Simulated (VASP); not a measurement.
TiO2, 6 atoms in the cell. It takes space group P4_2/mnm (No. 136, tetragonal). The conventional cell has a = 4.594 Å, b = 4.594 Å, c = 2.959 Å, α = 90.00°, β = 90.00°, γ = 90.00°. Within 2.6 Å of Ti (site symmetry mmm) lie 6 O at 1.95 to 1.98 Å. O (site symmetry m2m) has 3 Ti at 1.95 to 1.98 Å and 1 O at 2.54 Å within 2.6 Å. 

* Program: VASP 6.6.1
* Task: G0W0 quasiparticle levels
* Functional: PBE
* Potentials or basis: VASP PAW PBE potentials, release 64 (Ti_sv_GW, O_GW)
* Cutoff: 500 eV
* k mesh: 2 × 2 × 2
* Occupations: gaussian, width 0.01 eV
* Spin: no spin polarisation
* Dipole correction: no
* GW scheme: G0W0
* GW iterations: 1
* Cutoff of the response function: 100
* Frequency points: 48
* Empty bands: 30
* Further INCAR settings: ALGO = EVGW0; EDIFF = 1e-08; NBANDS = 54

Potentials or basis: VASP PAW PBE potentials, release 64 (Ti_sv_GW, O_GW).

Run with:

```console
$ cat potpaw_PBE.64/Ti_sv_GW/POTCAR potpaw_PBE.64/O_GW/POTCAR > POTCAR
$ cp INCAR.step1 INCAR
$ mpirun -np 1 vasp_std > vasp.out
$ cp INCAR.step2 INCAR
$ mpirun -np 1 vasp_std > vasp.out
$ cp INCAR.step3 INCAR
$ mpirun -np 1 vasp_std > vasp.out
```

Hardware: 1 thread of Intel(R) Xeon(R) Platinum 8259CL CPU @ 2.50GHz (Skylake/Cascade Lake), on a shared host.

Problem. Estimate the wall time of this run.

Solution. It took 2.1 min on 1 thread of Intel(R) Xeon(R) Platinum 8259CL CPU @ 2.50GHz (Skylake/Cascade Lake), on a shared host, peak memory 0.6 GiB. Counts: k points 6.
